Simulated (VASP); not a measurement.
# TlBr (Pm-3m) in VASP: further runs

Runs on TlBr. Level: PBEsol. Tasks: single point.

Program: VASP 6.6.1. These are calculated values, not measurements. Logs are shortened: lines on timing, memory, paths and dates and some standing lists are left out, and cuts for length are marked.

## 1. The cell of the first run

The structure is cubic, space group Pm-3m (No. 221). The conventional cell has a = 3.773 Å, b = 3.773 Å, c = 3.773 Å, α = 90.00°, β = 90.00°, γ = 90.00°. Within 4.3 Å of Tl (site symmetry m-3m) lie 8 Br at 3.27 Å and 6 Tl at 3.77 Å. Within 4.3 Å of Br (site symmetry m-3m) lie 8 Tl at 3.27 Å and 6 Br at 3.77 Å.

## 2. Single point, PBEsol

The input, INCAR:

```
SYSTEM = TlBr
PREC     = Accurate       ! precision mode
ENCUT    = 500            ! plane-wave cutoff, eV
EDIFF    = 1E-6           ! SCF threshold, eV
ISMEAR   = 0              ! smearing method
SIGMA    = 0.01           ! smearing width, eV
LREAL    = .FALSE.        ! projectors in reciprocal space
LASPH    = .TRUE.         ! aspherical terms in the spheres
NELM     = 120            ! most SCF steps
ALGO     = Normal         ! electronic algorithm
ISIF     = 2              ! what is computed and relaxed
LWAVE    = .FALSE.        ! write WAVECAR
LCHARG   = .FALSE.        ! write CHGCAR
GGA      = PS             ! functional
NBANDS   = 17             ! bands
GGA_COMPAT= .FALSE.
```

The input, KPOINTS:

```
regular mesh
0
G
  6 6 6
  0 0 0
```

The input, POSCAR:

```
TlBr
1.0
    3.7730992483      0.0000000000      0.0000000000
    0.0000000000      3.7730992483      0.0000000000
    0.0000000000      0.0000000000      3.7730992483
Tl Br
1 1
Direct
    0.0000000000      0.0000000000      0.0000000000
    0.5000000000      0.5000000000      0.5000000000
```

Potentials or basis: VASP PAW PBE potentials, release 64 (Tl_d, Br).

On the command line:

```bash
$ cat potpaw_PBE.64/Tl_d/POTCAR potpaw_PBE.64/Br/POTCAR > POTCAR
$ mpirun -np 1 vasp_std > vasp.out
```

OUTCAR:

```text
SYSTEM = TlBr
   PREC = Accurate
   ENCUT = 500
   EDIFF = 1E-6
   ISMEAR = 0
   LREAL = .FALSE.
   LASPH = .TRUE.
   NELM = 120
   ISIF = 2
   GGA = PS

 ion  position               nearest neighbor table
   1  0.000  0.000  0.000-   2 3.27   2 3.27   2 3.27   2 3.27   2 3.27   2 3.27   2 3.27   2 3.27

   2  0.500  0.500  0.500-   1 3.27   1 3.27   1 3.27   1 3.27   1 3.27   1 3.27   1 3.27   1 3.27

  LATTYP: Found a simple cubic cell.
 ALAT       =     3.7730992483

  Lattice vectors:

 A1 = (   3.7730992483,   0.0000000000,   0.0000000000)
 A2 = (   0.0000000000,   3.7730992483,   0.0000000000)
 A3 = (   0.0000000000,   0.0000000000,   3.7730992483)

Analysis of symmetry for initial positions (statically):
=====================================================================
 Subroutine PRICEL returns:
 Original cell was already a primitive cell.

 Routine SETGRP: Setting up the symmetry group for a
 simple cubic supercell.

 Subroutine GETGRP returns: Found 48 space group operations
 (whereof 48 operations were pure point group operations)
 out of a pool of 48 trial point group operations.

The static configuration has the point symmetry O_h .

Analysis of symmetry for dynamics (positions and initial velocities):
=====================================================================
 Subroutine PRICEL returns:
 Original cell was already a primitive cell.

 Routine SETGRP: Setting up the symmetry group for a
 simple cubic supercell.

 Subroutine GETGRP returns: Found 48 space group operations
 (whereof 48 operations were pure point group operations)
 out of a pool of 48 trial point group operations.

The dynamic configuration has the point symmetry O_h .

 Subroutine INISYM returns: Found 48 space group operations
 (whereof 48 operations are pure point group operations),
 and found     1 'primitive' translations

----------------------------------------------------------------------------------------

                                     Primitive cell

  volume of cell :      53.7149

  direct lattice vectors                    reciprocal lattice vectors
     3.773099248  0.000000000  0.000000000     0.265034110  0.000000000  0.000000000
     0.000000000  3.773099248  0.000000000     0.000000000  0.265034110  0.000000000
     0.000000000  0.000000000  3.773099248     0.000000000  0.000000000  0.265034110

  length of vectors
     3.773099248  3.773099248  3.773099248     0.265034110  0.265034110  0.265034110

  position of ions in fractional coordinates (direct lattice)
     0.000000000  0.000000000  0.000000000
     0.500000000  0.500000000  0.500000000

  ion indices of the primitive-cell ions
   primitive index   ion index
                 1           1
                 2           2

----------------------------------------------------------------------------------------

 KPOINTS: regular mesh

Automatic generation of k-mesh.
 Grid dimensions read from file:
 generate k-points for:    6    6    6

 Generating k-lattice:

  Cartesian coordinates                     Fractional coordinates (reciprocal lattice)
     0.044172352  0.000000000  0.000000000     0.166666667  0.000000000  0.000000000
     0.000000000  0.044172352  0.000000000     0.000000000  0.166666667  0.000000000
     0.000000000  0.000000000  0.044172352     0.000000000  0.000000000  0.166666667

  Length of vectors
     0.044172352  0.044172352  0.044172352

  Shift w.r.t. Gamma in fractional coordinates (k-lattice)
     0.000000000  0.000000000  0.000000000

 Subroutine IBZKPT returns following result:
 ===========================================

 Found     20 irreducible k-points:

 Following reciprocal coordinates:
            Coordinates               Weight
  0.000000  0.000000  0.000000      1.000000
  0.166667  0.000000  0.000000      6.000000
  0.333333  0.000000  0.000000      6.000000
  0.500000  0.000000  0.000000      3.000000
  0.166667  0.166667  0.000000     12.000000
  0.333333  0.166667  0.000000     24.000000
[... 12 lines left out ...]
  0.500000  0.500000  0.333333      6.000000
  0.500000  0.500000  0.500000      1.000000
   k-points           NKPTS =     20   k-points in BZ     NKDIM =     20   number of bands    NBANDS=     17
   number of dos      NEDOS =    301   number of ions     NIONS =      2
   total plane-waves  NPLWV =  21952
   dimension x,y,z NGX =    28 NGY =   28 NGZ =   28
   dimension x,y,z NGXF=    56 NGYF=   56 NGZF=   56
   ions per type =               1   1
   NGX,Y,Z   is equivalent  to a cutoff of  12.34, 12.34, 12.34 a.u.
   NGXF,Y,Z  is equivalent  to a cutoff of  24.67, 24.67, 24.67 a.u.
 SYSTEM =  TlBr
   PREC   = accura    normal or accurate (medium, high low for compatibility)
   ISTART =      0    job   : 0-new  1-cont  2-samecut
   ICHARG =      2    charge: 1-file 2-atom 10-const
   ISPIN  =      1    spin polarized calculation?
   LNONCOLLINEAR =      F non collinear calculations
   LSORBIT =      F    spin-orbit coupling
   LASPH  =      T    aspherical Exc in radial PAW
   ENCUT  =  500.0 eV  36.75 Ry    6.06 a.u.   6.88  6.88  6.88*2*pi/ulx,y,z
   NELM   =    120;   NELMIN=  2; NELMDL= -5     # of ELM steps
   EDIFF  = 0.1E-05   stopping-criterion for ELM
   LREAL  =      F    real-space projection
   EDIFFG = 0.1E-04   stopping-criterion for IOM
   NSW    =      0    number of steps for IOM
   IBRION =     -1    ionic relax: 0-MD 1-quasi-New 2-CG
   NFREE  =      0    steps in history (QN), initial steepest desc. (CG)
   ISIF   =      2    stress and relaxation
   ISYM   =      2    0-nonsym 1-usesym 2-fastsym
   POTIM  = 0.5000    time-step for ionic-motion
   TEBEG  =    0.0;   TEEND  =   0.0 temperature during run
   PSTRESS=    0.0 pullay stress
   NELECT =      20.0000    total number of electrons
   NUPDOWN=      -1.0000    fix difference up-down
   EMIN   =  10.00;   EMAX   =-10.00  energy-range for DOS
   EFERMI =   0.00;   METHOD = LEGACY
   ISMEAR =     0;   SIGMA  =   0.01  broadening in eV -4-tet -1-fermi 0-gaus
   EFERMI_NEDOS =   21; number of points for ismear=-14 and -15
   IALGO  =     38    algorithm
   IMIX   =      4    mixing-type and parameters
     AMIX     =   0.40;   BMIX     =  1.00
     AMIX_MAG =   1.60;   BMIX_MAG =  1.00
  volume/ion in A,a.u.               =      26.86       181.24
  Fermi-wavevector in a.u.,A,eV,Ry     =   1.177750  2.225626 18.872587  1.387096
  Thomas-Fermi vector in A             =   2.314092
   LORBIT       =      0    0 simple, 1 ext, 2 COOP (PROOUT), +10 PAW based schemes
   GGA     = PS    functional components
   LHFCALC =     F    Hartree Fock is set to
   AEXX    =    0.0000 exact exchange contribution
   IVDW    =     0    specifies the selected vdW correction
   LEPSILON=     F    determine dielectric tensor
   LRPA    =     F    only Hartree local field effects (RPA)
 non-spin polarized calculation
 Gauss-broadening in eV      SIGMA  =   0.01
  energy-cutoff  :      500.00
  volume of cell :       53.71
 maximum number of plane-waves:      1406
 NGX is ok and might be reduce to    28
   NGX = 13   NGY = 13   NGZ = 13

 number of electron      20.0000001 magnetization

 Free energy of the ion-electron system (eV)
  ---------------------------------------------------
  ext. energy  EPLUGINS =         0.00000000
  ---------------------------------------------------
  free energy    TOTEN  =        -5.95974787 eV

  energy without entropy =       -5.95974787  energy(sigma->0) =       -5.95974787

 E-fermi :   4.3111     XC(G=0):  -9.9596

 val. band max:        4.1891584130   @ k =   0.5000   0.0000   0.0000
 cond. band min:       5.4134657951   @ k =   0.5000   0.5000   0.5000
 fundamental gap:      1.2243073820
 Fermi energy:         4.3110669739

 k-point     1 :       0.0000    0.0000    0.0000
  band No.  band energies     occupation
      1     -10.6933      2.00000
      2      -6.3580      2.00000
      3      -6.3580      2.00000
      4      -6.0726      2.00000
      5      -6.0726      2.00000
      6      -6.0726      2.00000
[... 9 lines left out ...]
     16      16.7666      0.00000
     17      17.7565      0.00000

 k-point     2 :       0.1667    0.0000    0.0000
  band No.  band energies     occupation
      1     -10.6000      2.00000
      2      -6.3527      2.00000
      3      -6.3070      2.00000
      4      -6.1014      2.00000
      5      -6.1014      2.00000
      6      -6.0701      2.00000
[... 9 lines left out ...]
     16      17.2053      0.00000
     17      17.4329      0.00000

 k-point     3 :       0.3333    0.0000    0.0000
  band No.  band energies     occupation
      1     -10.3983      2.00000
      2      -6.3422      2.00000
      3      -6.2145      2.00000
      4      -6.1577      2.00000
      5      -6.1577      2.00000
      6      -6.0651      2.00000
[... 9 lines left out ...]
     16      15.3278      0.00000
     17      17.6684      0.00000

 k-point     4 :       0.5000    0.0000    0.0000
  band No.  band energies     occupation
      1     -10.2885      2.00000
      2      -6.3369      2.00000
      3      -6.1853      2.00000
      4      -6.1853      2.00000
      5      -6.1757      2.00000
      6      -6.0626      2.00000
[... 9 lines left out ...]
     16      17.6377      0.00000
     17      18.2994      0.00000

 k-point     5 :       0.1667    0.1667    0.0000
  band No.  band energies     occupation
      1     -10.5171      2.00000
      2      -6.3262      2.00000
      3      -6.2741      2.00000
      4      -6.1194      2.00000
      5      -6.1026      2.00000
      6      -6.0916      2.00000
[... 9 lines left out ...]
     16      15.7777      0.00000
     17      16.1315      0.00000

 k-point     6 :       0.3333    0.1667    0.0000
  band No.  band energies     occupation
      1     -10.3406      2.00000
      2      -6.3085      2.00000
      3      -6.1815      2.00000
      4      -6.1506      2.00000
      5      -6.1469      2.00000
      6      -6.0882      2.00000
[... 9 lines left out ...]
     16      15.8999      0.00000
     17      15.9358      0.00000

 k-point     7 :       0.5000    0.1667    0.0000
  band No.  band energies     occupation
      1     -10.2460      2.00000
      2      -6.3016      2.00000
      3      -6.1762      2.00000
      4      -6.1595      2.00000
      5      -6.1353      2.00000
      6      -6.0844      2.00000
[... 9 lines left out ...]
     16      16.2707      0.00000
     17      17.0876      0.00000

 k-point     8 :       0.3333    0.3333    0.0000
  band No.  band energies     occupation
      1     -10.2212      2.00000
      2      -6.2707      2.00000
      3      -6.1404      2.00000
      4      -6.1298      2.00000
      5      -6.1176      2.00000
      6      -6.0840      2.00000
[... 9 lines left out ...]
     16      15.2950      0.00000
     17      16.4396      0.00000
[... 123 lines left out ...]
      1     -10.0941      2.00000
      2      -6.2249      2.00000
      3      -6.1927      2.00000
      4      -6.1699      2.00000
      5      -6.0973      2.00000
      6      -6.0264      2.00000
[... 9 lines left out ...]
     16      15.1509      0.00000
     17      18.3018      0.00000

 k-point    16 :       0.5000    0.5000    0.1667
  band No.  band energies     occupation
      1     -10.0414      2.00000
      2      -6.1979      2.00000
      3      -6.1979      2.00000
      4      -6.1746      2.00000
      5      -6.1171      2.00000
      6      -5.9735      2.00000
[... 9 lines left out ...]
     16      15.6064      0.00000
     17      17.9163      0.00000

 k-point    17 :       0.3333    0.3333    0.3333
  band No.  band energies     occupation
      1     -10.0257      2.00000
      2      -6.2572      2.00000
      3      -6.2572      2.00000
      4      -6.1232      2.00000
      5      -6.0721      2.00000
      6      -6.0721      2.00000
[... 9 lines left out ...]
     16      15.3179      0.00000
     17      20.0717      0.00000

 k-point    18 :       0.5000    0.3333    0.3333
  band No.  band energies     occupation
      1      -9.9558      2.00000
      2      -6.2963      2.00000
      3      -6.2525      2.00000
      4      -6.1730      2.00000
      5      -6.0694      2.00000
      6      -6.0082      2.00000
[... 9 lines left out ...]
     16      16.5093      0.00000
     17      20.5656      0.00000

 k-point    19 :       0.5000    0.5000    0.3333
  band No.  band energies     occupation
      1      -9.8821      2.00000
      2      -6.2909      2.00000
      3      -6.2909      2.00000
      4      -6.2568      2.00000
      5      -6.0379      2.00000
      6      -5.9708      2.00000
[... 9 lines left out ...]
     16      17.1495      0.00000
     17      21.1738      0.00000

 k-point    20 :       0.5000    0.5000    0.5000
  band No.  band energies     occupation
      1      -9.7956      2.00000
      2      -6.3352      2.00000
      3      -6.3352      2.00000
      4      -6.3352      2.00000
      5      -5.9695      2.00000
      6      -5.9695      2.00000
[... 9 lines left out ...]
     16      17.8100      0.00000
     17      21.3730      0.00000

------------------------ aborting loop because EDIFF is reached ----------------------------------------

  FORCE on cell =-STRESS in cart. coord.  units (eV):
  Direction    XX          YY          ZZ          XY          YZ          ZX
  --------------------------------------------------------------------------------------
  -------------------------------------------------------------------------------------
  Total        1.3340530      1.3340530      1.3340530      0.0000000      0.0000000     -0.0000000
  in kB       39.7913771     39.7913771     39.7913771      0.0000000      0.0000000     -0.0000000
  external PRESSURE =      39.7913771 kB  Pullay stress =       0.0000000 kB

 VOLUME and BASIS-vectors are now :
 -----------------------------------------------------------------------------
  energy-cutoff  :      500.00
  volume of cell :       53.71
      direct lattice vectors                 reciprocal lattice vectors
     3.773099248  0.000000000  0.000000000     0.265034110  0.000000000  0.000000000
     0.000000000  3.773099248  0.000000000     0.000000000  0.265034110  0.000000000
     0.000000000  0.000000000  3.773099248     0.000000000  0.000000000  0.265034110

 POSITION                                       TOTAL-FORCE (eV/Angst)
 -----------------------------------------------------------------------------------
      0.00000      0.00000      0.00000         0.000000      0.000000      0.000000
      1.88655      1.88655      1.88655         0.000000      0.000000      0.000000
 -----------------------------------------------------------------------------------
    total drift:                               -0.000000      0.000000      0.000000

  FREE ENERGIE OF THE ION-ELECTRON SYSTEM (eV)
  ---------------------------------------------------
  free  energy   TOTEN  =        -5.9597478695 eV

  energy  without entropy=       -5.9597478695  energy(sigma->0) =       -5.95974787
```

Wall time 6.3 s (1 thread of Intel Xeon 6975P-C (Granite Rapids), shared host); peak memory 0.16 GiB.

What came out:

```yaml
Free_energy: -5.9597 eV
Pressure: 4.0 GPa
Band_gap_on_the_k_mesh: 1.22 eV, indirect (least direct gap 1.24 eV)
```

Caveat: the PAW data sets were made with another functional, which shifts forces and pressure a little; spin-orbit coupling is left out, which moves the levels of the heavy elements. A k mesh can miss the band edges.

## 3. Single point, PBEsol

This run uses another cell than the first one, of 28.18 Å³/atom, 1.049 times its volume.

The input, INCAR:

```
PREC     = Accurate       # precision mode
ENCUT    = 500            # plane-wave cutoff, eV
EDIFF    = 1E-6           # SCF threshold, eV
ISMEAR   = 0              # smearing method
SIGMA    = 0.01           # smearing width, eV
LREAL    = F              # projectors in reciprocal space
LASPH    = T              # aspherical terms in the spheres
NELM     = 120            # most SCF steps
ALGO     = Normal         # electronic algorithm
ISIF     = 2              # what is computed and relaxed
LWAVE    = F              # write WAVECAR
LCHARG   = F              # write CHGCAR
GGA      = PS             # functional
NBANDS   = 17             # bands
GGA_COMPAT= F
```

The input, KPOINTS:

```
regular mesh
0
Gamma
  6 6 6
```

The input, POSCAR:

```
TlBr
1.0
    3.8340344499      0.0000000000      0.0000000000
    0.0000000000      3.8340344499      0.0000000000
    0.0000000000      0.0000000000      3.8340344499
Tl Br
1 1
Direct
    0.0000000000      0.0000000000      0.0000000000
    0.5000000000      0.5000000000      0.5000000000
```

Potentials or basis: VASP PAW PBE potentials, release 64 (Tl_d, Br).

On the command line:

```bash
$ cat potpaw_PBE.64/Tl_d/POTCAR potpaw_PBE.64/Br/POTCAR > POTCAR
$ mpirun -np 1 vasp_std > vasp.out
```

Wall time 6.2 s (1 thread of Intel Xeon 6975P-C (Granite Rapids), shared host); peak memory 0.16 GiB.

It converged, with:

```yaml
Free_energy: -6.0089 eV
Pressure: 2.0 GPa
Band_gap_on_the_k_mesh: 1.40 eV, direct
```

Levels at points of the mesh, in eV from the valence-band top:
| k point | band 6 | band 7 | band 8 | band 9 | band 10 | band 11 | band 12 | band 13 | band 14 | band 15 |
| --- | --- | --- | --- | --- | --- | --- | --- | --- | --- | --- |
| (0.00, 0.00, 0.00) | -10.12 | -5.03 | -1.86 | -1.86 | -1.86 | 6.50 | 6.50 | 7.54 | 7.54 | 7.54 |
| (0.50, 0.00, 0.00) | -10.11 | -6.38 | -1.21 | -1.21 | 0.00 | 1.40 | 5.59 | 5.59 | 7.39 | 10.33 |
| (0.50, 0.50, 0.00) | -10.04 | -4.09 | -3.84 | -3.84 | -1.14 | 4.87 | 4.87 | 7.43 | 7.64 | 10.36 |
| (0.50, 0.50, 0.50) | -10.03 | -2.80 | -2.54 | -2.54 | -2.54 | 1.49 | 1.49 | 1.49 | 13.33 | 13.33 |

Caveat: the PAW data sets were made with another functional, which shifts forces and pressure a little; spin-orbit coupling is left out, which moves the levels of the heavy elements. A k mesh can miss the band edges.

## 4. Single point, PBEsol

This run uses another cell than the first one, of 28.99 Å³/atom, 1.079 times its volume.

The input, INCAR:

```
PREC = Accurate ; ENCUT = 500
EDIFF = 1E-6 ; ISMEAR = 0
SIGMA = 0.01 ; LREAL = F
LASPH = T ; NELM = 120
ALGO = Normal ; ISIF = 2
LWAVE = F ; LCHARG = T
GGA = PS ; LELF = T
LVHAR = T ; NBANDS = 17
GGA_COMPAT = F
```

KPOINTS is that of step 3.

The input, POSCAR:

```
TlBr
1.0
    3.8702327294      0.0000000000      0.0000000000
    0.0000000000      3.8702327294      0.0000000000
    0.0000000000      0.0000000000      3.8702327294
Tl Br
1 1
Direct
    0.0000000000      0.0000000000      0.0000000000
    0.5000000000      0.5000000000      0.5000000000
```

On the command line:

```bash
$ cat potpaw_PBE.64/Tl_d/POTCAR potpaw_PBE.64/Br/POTCAR > POTCAR
$ mpirun -np 1 vasp_std > vasp.out
```

It took 7 s on 1 thread of Intel Xeon 6975P-C (Granite Rapids), shared host; peak memory 0.16 GiB.

It converged, with:

```
Free energy            : -6.0242 eV
Pressure               : 1.0 GPa
Band gap on the k mesh : 1.49 eV, direct
```

Levels at points of the mesh, in eV from the valence-band top:
```csv
k point,band 7,band 8,band 9,band 10,band 11,band 12,band 13,band 14
"(0.00, 0.00, 0.00)",-4.95,-1.72,-1.72,-1.72,6.60,6.60,7.44,7.44
"(0.50, 0.00, 0.00)",-6.16,-1.10,-1.10,0.00,1.49,5.62,5.62,7.52
"(0.50, 0.50, 0.00)",-4.01,-3.61,-3.61,-1.02,4.86,4.86,7.47,7.57
"(0.50, 0.50, 0.50)",-2.79,-2.38,-2.38,-2.38,1.64,1.64,1.64,13.16
```

Caveat: the PAW data sets were made with another functional, which shifts forces and pressure a little; spin-orbit coupling is left out, which moves the levels of the heavy elements. A k mesh can miss the band edges.

(Continued in part 2 of 2.)
